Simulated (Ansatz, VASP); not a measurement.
# Two plane-wave programs on Sn

```xyz
1
Lattice="-1.8911 1.8978 1.8732 1.8971 -1.9215 1.9029 1.8832 1.9136 -1.8969" Properties=species:S:1:pos:R:3 pbc="T T T"
Sn    0.0000    0.0000    0.0000
```

Change from the starting cell: cell sheared at random, sigma 0.01, atoms nudged by 0.01 Å.

Alike in both runs: task relaxation of cell and atoms; functional BLYP; dispersion D4; k mesh 10 × 10 × 10; occupations fermi-dirac, width 0.05 eV; no spin polarisation.

```csv
,VASP,Ansatz
version,VASP 6.6.1,Ansatz 0.2.0
potentials or method,"VASP PAW PBE potentials, release 64 (Sn_d)",Ansatz PAW
plane-wave cutoff (eV),600,420
valence electrons in the cell,14,14
```

Ansatz gave:

* gap on the k mesh at the Fermi level, each at its own relaxed structure (eV): none
* relaxed volume (Å³/atom): 27.91
* relaxed length of the cell vector where the two differ most in proportion (Å): 3.323

Task: Estimate VASP's values.

Result: gap on the k mesh at the Fermi level, each at its own relaxed structure (eV): none; relaxed volume (Å³/atom): 28.06; relaxed length of the cell vector where the two differ most in proportion (Å): 3.464.

VASP's potentials were made for PBE, not for BLYP. A gap of «none» marks a metal or a gap that the smearing closes.

Noted on Ansatz's run: the plane-wave basis is chosen anew once the cell has moved, so the energies of steps on either side of that aren't comparable.
